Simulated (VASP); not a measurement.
Write the native input for VASP 6.6.1 that does the following.

- Task: single point
- Functional: BLYP
- Potentials or basis: VASP PAW PBE potentials, release 64 (Cs_sv)
- Cutoff: 520 eV
- k mesh: 12 × 12 × 12
- Occupations: fermi-dirac, width 0.1 eV
- Spin: no spin polarisation
- Dipole correction: no
- Further INCAR settings: ALGO = Normal; EDIFF = 1e-06; NBANDS = 10

The structure of Cs lies in POSCAR:

```
Cs
1.0
   -3.1437376743      3.1437376743      3.1437376743
    3.1437376743     -3.1437376743      3.1437376743
    3.1437376743      3.1437376743     -3.1437376743
Cs
1
Direct
    0.0000000000      0.0000000000      0.0000000000
```

One way to write it, as run:

INCAR

```
AGGAC = 1.0 ; AGGAX = 1.0
ALDAC = 0.0 ; ALDAX = 1.0
ALGO = Normal ; EDIFF = 1E-6
ENCUT = 520 ; GGA = B5
ISIF = 2 ; ISMEAR = -1
LASPH = T ; LCHARG = T
LELF = T ; LREAL = F
LVHAR = T ; LWAVE = F
NBANDS = 10 ; NELM = 100
PREC = Accurate ; SIGMA = 0.1
```

KPOINTS

```
k-points
0
Gamma
  12 12 12
```

Potentials or basis: VASP PAW PBE potentials, release 64 (Cs_sv).

Command:

```sh
$ cat potpaw_PBE.64/Cs_sv/POTCAR > POTCAR
$ mpirun -np 1 vasp_std > vasp.out
```

Results of the run:

The pressure is 0.0 GPa and the band gap on the k mesh is zero (an odd number of electrons rules out a gap without spin polarisation).

Caveat: the PAW data sets were made with another functional, which shifts forces and pressure a little; spin-orbit coupling is left out, which moves the levels of the heavy elements.

It took 64 s on 1 thread of Intel(R) Xeon(R) Platinum 8259CL CPU @ 2.50GHz (Skylake/Cascade Lake), with other jobs on the host, peak memory 0.27 GiB.
